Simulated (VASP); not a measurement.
# H16SO10 in VASP: a series of runs, part 2 of 2

VASP 6.6.1.

## 3. Single point, r2SCAN

This run uses another cell than the first one, of 11.68 Å³/atom, 1.003 times its volume.

Contents of POSCAR:

```
H16SO10
1.0
    6.8057460000      0.0000000000      0.0000000000
    0.0000000000      6.8057460000      0.0000000000
    0.0000000000      0.0000000000      6.8057460000
O H S
10 16 1
Direct
    0.2008449919      0.4301071477      0.8484007484
    0.3882160751      0.6995265471      1.0654967141
    0.1721192651      0.9286858487      0.8298575939
    0.4624621607     -0.0132388132      0.3679684784
    0.7278555503      0.8360729301      0.5978183729
    0.8446539145      0.2103810515      0.8859425550
    0.7779602706      0.6171696681      0.1721486520
    0.1207509067      0.6958531805      0.4753777176
    0.9765277752      0.2022849516      0.3339237168
    0.7112960137      0.3649857047      0.5185912022
    0.1887522690      0.4901299578      0.7202590282
    0.0781839346      0.3598429915      0.8739673799
    0.3620176245      0.8041881081      0.9787758756
    0.3192155570      0.5872390771      1.0049155522
    0.1719282500      0.8641962248      0.7022007580
    0.2410316224      1.0488343232      0.8063480477
    0.3688941668      0.0934063657      0.3323515159
    0.4449034683     -0.1153730980      0.2694928668
    0.6002868752      0.8648427373      0.5431292910
    0.7139261442      0.7027738032      0.6378286818
    0.7548621415      0.2326416531      0.7832058381
    0.8812406458      0.0730265279      0.8734824955
    0.8760685456      0.6332296268      0.0757595126
    0.6555636957      0.6416783700      0.0966830087
   -0.0138853257      0.7358341025      0.4397166747
    0.2026963686      0.7351582031      0.3675276744
    0.7762558285      0.2825994388      0.3301034156
```

Contents of INCAR.step1:

```
SYSTEM = H16SO10
PREC     = Accurate       ! precision mode
ENCUT    = 580            ! plane-wave cutoff, eV
ISMEAR   = -1             ! smearing method
SIGMA    = 0.05           ! smearing width, eV
LREAL    = .False.        ! projectors in reciprocal space
LASPH    = .True.         ! aspherical terms in the spheres
NELM     = 120            ! most SCF steps
NBANDS   = 60             ! bands
GGA      = PE             ! functional
ALGO     = Normal         ! electronic algorithm
EDIFF    = 1E-5           ! SCF threshold, eV
LWAVE    = .True.         ! write WAVECAR
LCHARG   = .False.        ! write CHGCAR
GGA_COMPAT= .False.
```

Contents of INCAR.step2:

```
SYSTEM = H16SO10
PREC     = Accurate       ! precision mode
ENCUT    = 580            ! plane-wave cutoff, eV
EDIFF    = 1E-6           ! SCF threshold, eV
ISMEAR   = -1             ! smearing method
SIGMA    = 0.05           ! smearing width, eV
LREAL    = .False.        ! projectors in reciprocal space
LASPH    = .True.         ! aspherical terms in the spheres
NELM     = 120            ! most SCF steps
ALGO     = Normal         ! electronic algorithm
ISIF     = 2              ! what is computed and relaxed
LWAVE    = .False.        ! write WAVECAR
LCHARG   = .False.        ! write CHGCAR
METAGGA  = R2SCAN         ! meta-GGA
LMIXTAU  = .True.       
NBANDS   = 60             ! bands
ISTART   = 1            
GGA_COMPAT= .False.
```

Contents of KPOINTS:

```
regular mesh
0
Gamma
  1 1 1
  0 0 0
```

Potentials or basis: VASP PAW PBE potentials, release 64 (O, H, S).

The run is started by

```console
cat potpaw_PBE.64/O/POTCAR potpaw_PBE.64/H/POTCAR potpaw_PBE.64/S/POTCAR > POTCAR
cp INCAR.step1 INCAR
mpirun -np 1 vasp_gam > vasp.out
cp INCAR.step2 INCAR
mpirun -np 1 vasp_gam > vasp.out
```

OUTCAR:

```text
SYSTEM = H16SO10
   PREC = Accurate
   ENCUT = 580
   EDIFF = 1E-6
   ISMEAR = -1
   LREAL = .False.
   LASPH = .True.
   NELM = 120
   ISIF = 2
   METAGGA = R2SCAN
   ISTART = 1

 ion  position               nearest neighbor table
   1  0.201  0.430  0.848-  11 0.97  12 0.98
   2  0.388  0.700  0.065-  13 0.94  14 0.99
   3  0.172  0.929  0.830-  16 0.96  15 0.97
   4  0.462  0.987  0.368-  18 0.97  17 1.00
   5  0.728  0.836  0.598-  20 0.95  19 0.96
   6  0.845  0.210  0.886-  21 0.94  22 0.97
   7  0.778  0.617  0.172-  23 0.94  24 0.99
   8  0.121  0.696  0.475-  26 0.96  25 0.99
   9  0.977  0.202  0.334-  27 1.47
  10  0.711  0.365  0.519-  27 1.47
[... 298 lines left out ...]
  in kB      -15.1113033     -0.4054627      0.4577655      6.9865793    -12.7128638      3.6205862
  external PRESSURE =      -5.0196668 kB  Pullay stress =       0.0000000 kB

 VOLUME and BASIS-vectors are now :
 -----------------------------------------------------------------------------
  energy-cutoff  :      580.00
  volume of cell :      315.23
      direct lattice vectors                 reciprocal lattice vectors
     6.805746000  0.000000000  0.000000000     0.146934664  0.000000000  0.000000000
     0.000000000  6.805746000  0.000000000     0.000000000  0.146934664  0.000000000
     0.000000000  0.000000000  6.805746000     0.000000000  0.000000000  0.146934664

 POSITION                                       TOTAL-FORCE (eV/Angst)
 -----------------------------------------------------------------------------------
      1.36690      2.92720      5.77400         0.136218     -0.095656      0.262121
      2.64210      4.76080      0.44575         0.986758     -1.257763      1.407369
      1.17140      6.32040      5.64780         0.103066     -0.172775      0.020122
      3.14740      6.71565      2.50430        -1.119307      1.111430     -0.518556
      4.95360      5.69010      4.06860         0.368153      0.147417      0.400395
      5.74850      1.43180      6.02950         0.915623     -0.316831      1.322913
[... 19 lines left out ...]
      1.37950      5.00330      2.50130         0.157937     -0.025121     -0.315778
      5.28300      1.92330      2.24660         1.264145     -0.409456      1.214763
 -----------------------------------------------------------------------------------
    total drift:                                0.000485      0.000655      0.000975

  FREE ENERGIE OF THE ION-ELECTRON SYSTEM (eV)
  ---------------------------------------------------
  free  energy   TOTEN  =      -148.9952362075 eV

  energy  without entropy=     -148.9952362075  energy(sigma->0) =     -148.99523621
```

It took 4.9 min on 1 thread of Intel Xeon 8259CL, shared host; peak memory 0.41 GiB.

Results:

```
Free energy            : -148.9952 eV
Pressure               : -0.5 GPa
Largest force          : 2.130 eV/Å
Band gap on the k mesh : 3.95 eV
```

Forces in eV/Å, atoms in the order of the input:
```
O    0.136 -0.096  0.262
O    0.987 -1.258  1.407
O    0.103 -0.173  0.020
O   -1.119  1.111 -0.519
O    0.368  0.147  0.400
O    0.916 -0.317  1.323
O   -1.203  0.202  0.155
O   -0.737  0.108  0.366
O   -1.380  0.707 -0.186
O    0.156 -0.387 -1.045
H   -0.192  0.012 -0.214
H   -0.249 -0.093 -0.192
H   -0.751  1.180 -1.173
H   -0.118 -0.024 -0.032
H   -0.271 -0.253 -0.319
H    0.074  0.683 -0.081
H    0.687 -1.049  0.423
H    0.031 -0.036 -0.221
H   -0.127  0.561 -0.312
H    0.168 -0.857  0.265
H   -0.809  0.384 -1.256
H    0.172  0.110 -0.078
H    1.281  0.028 -0.839
H   -0.026 -0.144  0.684
H    0.480 -0.114  0.262
H    0.158 -0.025 -0.316
S    1.264 -0.409  1.215
```

Stress tensor (GPa, compression positive):
```
-1.51  0.70  0.36
 0.70 -0.04 -1.27
 0.36 -1.27  0.05
```

Levels at points of the mesh, in eV from the valence-band top:
```
           k point  band 39  band 40  band 41  band 42  band 43  band 44
(0.00, 0.00, 0.00)    -0.21    -0.13     0.00     3.95     5.57     8.01
```

Caveat: the k points lie up to 0.92 Å⁻¹ apart; the PAW data sets were made with another functional, which shifts forces and pressure a little.

## 4. Single point, r2SCAN

Contents of POSCAR:

```
H16SO10
1.0
    6.8029290000      0.0000000000      0.0000000000
    0.0000000000      6.8029290000      0.0000000000
    0.0000000000      0.0000000000      6.8029290000
O H S
10 16 1
Direct
    0.1985027332      0.4222004963      0.8480905798
    0.3943448476      0.6989783371      1.0582206576
    0.1657227350      0.9327746916      0.8285401773
    0.4610220098     -0.0210644562      0.3655778268
    0.7335369809      0.8338761142      0.5997416701
    0.8554256556      0.2082044366      0.8902341918
    0.7870433456      0.6207032294      0.1664136139
    0.1161999486      0.7021240410      0.4762360448
    0.9753592901      0.1984439350      0.3448661599
    0.7067690990      0.3670477819      0.5103978007
    0.1870811822      0.4589199740      0.7088270361
    0.0679413235      0.3721926247      0.8911014653
    0.3632552978      0.7893952737      0.9566614616
    0.3226698382      0.5852773122      1.0051699790
    0.1608718833      0.8684200585      0.6972731892
    0.2027215042      1.0632038053      0.8109007164
    0.3589483295      0.0770109463      0.3753236290
    0.4508352211     -0.0897113582      0.2405875469
    0.6152790952      0.8799004076      0.5398263013
    0.7140159775      0.7019770455      0.6429730488
    0.7778708259      0.2193907948      0.7754600996
    0.9307755527      0.0867861476      0.8590417451
    0.8649362650      0.6525130572      0.0517130195
    0.6490292637      0.6325216682      0.1253577687
   -0.0283113347      0.7175879684      0.4613747990
    0.1684127528      0.7322581200      0.3438518909
    0.7844268256      0.2838630243      0.3310779813
```

Contents of INCAR.step1:

```
SYSTEM = H16SO10
ALGO     = Normal         ! electronic algorithm
EDIFF    = 1E-5           ! SCF threshold, eV
ENCUT    = 580            ! plane-wave cutoff, eV
GGA      = PE             ! functional
GGA_COMPAT= .FALSE.      
ISMEAR   = -1             ! smearing method
LASPH    = .TRUE.         ! aspherical terms in the spheres
LCHARG   = .FALSE.        ! write CHGCAR
LREAL    = .FALSE.        ! projectors in reciprocal space
LWAVE    = .TRUE.         ! write WAVECAR
NBANDS   = 60             ! bands
NELM     = 120            ! most SCF steps
PREC     = Accurate       ! precision mode
SIGMA    = 0.05           ! smearing width, eV
```

Contents of INCAR.step2:

```
SYSTEM = H16SO10
ALGO     = Normal         ! electronic algorithm
EDIFF    = 1E-6           ! SCF threshold, eV
ENCUT    = 580            ! plane-wave cutoff, eV
GGA_COMPAT= .FALSE.      
ISIF     = 2              ! what is computed and relaxed
ISMEAR   = -1             ! smearing method
ISTART   = 1            
LASPH    = .TRUE.         ! aspherical terms in the spheres
LCHARG   = .FALSE.        ! write CHGCAR
LMIXTAU  = .TRUE.       
LREAL    = .FALSE.        ! projectors in reciprocal space
LWAVE    = .FALSE.        ! write WAVECAR
METAGGA  = R2SCAN         ! meta-GGA
NBANDS   = 60             ! bands
NELM     = 120            ! most SCF steps
PREC     = Accurate       ! precision mode
SIGMA    = 0.05           ! smearing width, eV
```

Contents of KPOINTS:

```
k-points
0
G
  1 1 1
  0 0 0
```

The run is started by

```console
cat potpaw_PBE.64/O/POTCAR potpaw_PBE.64/H/POTCAR potpaw_PBE.64/S/POTCAR > POTCAR
cp INCAR.step1 INCAR
mpirun -np 1 vasp_gam > vasp.out
cp INCAR.step2 INCAR
mpirun -np 1 vasp_gam > vasp.out
```

It took 5.3 min on 1 thread of Intel Xeon 8259CL, shared host; peak memory 0.42 GiB.

It converged, with:

| Item | Value |
| --- | --- |
| Free energy | -149.0480 eV |
| Pressure | -0.2 GPa |
| Largest force | 2.291 eV/Å |
| Band gap on the k mesh | 4.01 eV |

Forces on the atoms (eV/Å):
```
O   -0.366 -0.108 -0.169
O    0.469 -0.953  0.834
O   -0.546 -2.194 -0.365
O    0.093  0.290  0.045
O    1.408  0.144  0.705
O    1.202 -0.978  0.645
O    0.047  0.107 -0.026
O   -0.555  0.208 -0.808
O    0.806 -0.077  0.079
O    0.046  0.034  0.160
H   -0.152 -0.027  0.650
H    0.345  0.042 -0.597
H   -0.381  1.308 -0.846
H   -0.006 -0.398  0.110
H   -0.096  0.327  0.331
H    0.799  2.006 -0.447
H   -0.114 -0.149 -0.248
H   -0.255 -0.028  0.181
H   -0.840  0.121 -0.638
H   -0.384 -0.520  0.092
H   -0.887  0.527 -1.054
H   -0.433  0.472  0.528
H   -0.063 -0.045  0.021
H    0.059  0.138 -0.078
H    0.755  0.143  0.119
H   -0.173 -0.260  1.005
S   -0.781 -0.127 -0.228
```

Stress tensor (GPa, compression positive):
```
-0.15  0.16  1.00
 0.16  0.57 -1.17
 1.00 -1.17 -0.98
```

Levels at points of the mesh, in eV from the valence-band top:
```csv
k point,band 39,band 40,band 41,band 42,band 43,band 44
"(0.00, 0.00, 0.00)",-0.35,-0.16,0.00,4.01,5.56,8.08
```

Caveat: the k points lie up to 0.92 Å⁻¹ apart; the PAW data sets were made with another functional, which shifts forces and pressure a little.

## 5. Summary

```tsv
cell	gap on the mesh (eV)	pressure (GPa)	largest force (eV/Å)
a = 6.799 Å, 27 atoms	3.96	-1.0	2.08
a = 6.806 Å, 27 atoms	3.95	-0.5	2.13
a = 6.803 Å, 27 atoms	4.01	-0.2	2.29
```

Alike in all rows: task single point; level r2SCAN; potentials or basis VASP PAW PBE potentials, release 64 (O, H, S); no spin polarisation; k mesh 1 × 1 × 1; cutoff (eV) 580; smearing fermi-dirac 0.05 eV.

Caveats: all runs use coarse meshes; the PAW data sets were made with another functional, which shifts forces and pressure a little.

Total energies depend on the potentials used, so only differences within one code and one set of settings carry meaning.
